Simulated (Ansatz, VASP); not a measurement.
## One calculation of Ti, two programs

```
CELL_PARAMETERS angstrom
0.00000 1.92850 2.03000
1.92850 0.00000 2.03000
1.92850 1.92850 0.00000
ATOMIC_POSITIONS crystal
Ti 0.00000 0.00000 0.00000
```

Change from the starting cell: strain -0.050 along x and y, +0.000 along z, atoms carried along.

Alike in both runs: task single point; functional PBEsol; k mesh 20 × 20 × 20; occupations gaussian, width 0.15 eV; no spin polarisation.

|  | VASP | Ansatz |
| --- | --- | --- |
| version | VASP 6.6.1 | Ansatz 0.2.0 |
| potentials or method | VASP PAW PBE potentials, release 64 (Ti_sv), cutoff 520 eV | scalar-relativistic, plane waves, PAW |
| valence electrons in the cell | 12 | 12 |

|  | VASP | Ansatz | Ansatz less VASP |
| --- | --- | --- | --- |
| gap on the k mesh at the Fermi level (eV) | none | none | - |
| pressure (GPa) | 13.0 | 13.5 | +0.48 |
| traceless stress, the component that is largest in VASP (GPa) | -1.10 | -1.07 | +0.027 |

VASP's potentials were made for PBE, not for PBEsol. A gap of «none» marks a metal or a gap that the smearing closes. The functional is the same, so the differences come from potentials, cutoffs and numerics.
